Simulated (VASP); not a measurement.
Wanted: the native input for a VASP 6.6.1 run.

- Task: single point
- Functional: PBEsol
- Potentials or basis: VASP PAW PBE potentials, release 64 (Mg, O)
- Cutoff: 520 eV
- k mesh: 12 × 12 × 12
- Occupations: gaussian, width 0.01 eV
- Spin: no spin polarisation
- Dipole correction: no
- Further INCAR settings: ALGO = Normal; EDIFF = 1e-07; NBANDS = 11

The structure of MgO (qha) lies in POSCAR:

```
MgO
1.0
    0.0000000000      2.1071057242      2.1071057242
    2.1071057242      0.0000000000      2.1071057242
    2.1071057242      2.1071057242      0.0000000000
Mg O
1 1
Direct
    0.0000000000      0.0000000000      0.0000000000
    0.5000000000      0.5000000000      0.5000000000
```

These files were run (other wordings do the same):

INCAR

```
PREC = Accurate
ENCUT = 520
EDIFF = 1E-7
ISMEAR = 0
SIGMA = 0.01
LREAL = F
LASPH = T
NELM = 60
ALGO = Normal
ISIF = 2
LWAVE = F
LCHARG = F
GGA = PS
NBANDS = 11
```

KPOINTS

```
regular mesh
0
Gamma
  12 12 12
```

Potentials or basis: VASP PAW PBE potentials, release 64 (Mg, O).

Run with:

```console
$ cat potpaw_PBE.64/Mg/POTCAR potpaw_PBE.64/O/POTCAR > POTCAR
$ mpirun -np 1 vasp_std > vasp.out
```

It gave:

```
Pressure               : -0.5 GPa
Band gap on the k mesh : 4.62 eV, direct
```

Caveat: the PAW data sets were made with another functional, which shifts forces and pressure a little.

It took 10 s on 1 thread of Intel(R) Xeon(R) Platinum 8259CL CPU @ 2.50GHz (Skylake/Cascade Lake), with other jobs on the host, peak memory 0.15 GiB.
